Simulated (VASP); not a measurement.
Set up this calculation in VASP 6.6.1, as the native input.

```yaml
Task: single point
Functional: PBE
Potentials_or_basis: VASP PAW PBE potentials, release 64 (Ga_d)
Cutoff: 520 eV
k_mesh: 19 × 19 × 19
Occupations: fermi-dirac, width 0.1 eV
Spin: no spin polarisation
Dipole_correction: no
Further_INCAR_settings: ALGO = Normal; EDIFF = 1e-06; NBANDS = 12
```

The structure of Ga lies in POSCAR:

```
Ga
1.0
    2.6083143645      0.0000000000      0.0000000000
    0.0000000000      2.6083143645      0.0000000000
    0.0000000000      0.0000000000      2.6083143645
Ga
1
Direct
    0.0000000000      0.0000000000      0.0000000000
```

This cell differs from its parent crystal: volume scaled by 0.88.

The input as run:

INCAR

```
PREC = Accurate
ENCUT = 520
EDIFF = 1E-6
ISMEAR = -1
SIGMA = 0.1
LREAL = F
LASPH = T
NELM = 60
ALGO = Normal
ISIF = 2
LWAVE = F
LCHARG = F
GGA = PE
NBANDS = 12
```

KPOINTS

```
regular mesh
0
Gamma
  19 19 19
```

Potentials or basis: VASP PAW PBE potentials, release 64 (Ga_d).

Command:

```console
$ cat potpaw_PBE.64/Ga_d/POTCAR > POTCAR
$ mpirun -np 1 vasp_std > vasp.out
```

Results of the run:

| Property | Result |
| --- | --- |
| Pressure | 8.1 GPa |

Wall time 14 s on 1 thread of Intel(R) Xeon(R) Platinum 8488C (Sapphire Rapids), on a shared host, peak memory 0.15 GiB.
